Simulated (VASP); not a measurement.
Input of a VASP 6.6.1 run:

The input INCAR:

```
SYSTEM = Sn2As
PREC     = Accurate       ! precision mode
ENCUT    = 520            ! plane-wave cutoff, eV
EDIFF    = 1E-7           ! SCF threshold, eV
ISMEAR   = 0              ! smearing method
SIGMA    = 0.1            ! smearing width, eV
LREAL    = .FALSE.        ! projectors in reciprocal space
LASPH    = .TRUE.         ! aspherical terms in the spheres
NELM     = 60             ! most SCF steps
ALGO     = Fast           ! electronic algorithm
ISIF     = 2              ! what is computed and relaxed
LWAVE    = .FALSE.        ! write WAVECAR
LCHARG   = .FALSE.        ! write CHGCAR
GGA      = PE             ! functional
NBANDS   = 24             ! bands
```

The input KPOINTS:

```
regular mesh
0
G
  4 4 4
  0 0 0
```

The input POSCAR:

```
Sn2As
1.0
    0.0000000000      3.5340502281      3.5340502281
    3.5340502281      0.0000000000      3.5340502281
    3.5340502281      3.5340502281      0.0000000000
Sn As
2 1
Direct
    0.2500000000      0.2500000000      0.2500000000
    0.7500000000      0.7500000000      0.7500000000
    0.0000000000      0.0000000000      0.0000000000
```

Potentials or basis: VASP PAW PBE potentials, release 64 (Sn_d, As).

Run with:

```bash
$ cat potpaw_PBE.64/Sn_d/POTCAR potpaw_PBE.64/As/POTCAR > POTCAR
$ mpirun -np 1 vasp_std > vasp.out
```

(1) What does it give for the pressure?

(2) Predict the band gap on the k mesh.

## Answers

(1) 0.1 GPa.

(2) zero (an odd number of electrons rules out a gap without spin polarisation).

Caveat: the k points lie up to 0.38 Å⁻¹ apart, too coarse for converged energies and pressures of a metal; spin-orbit coupling is left out, which moves the levels of the heavy elements.
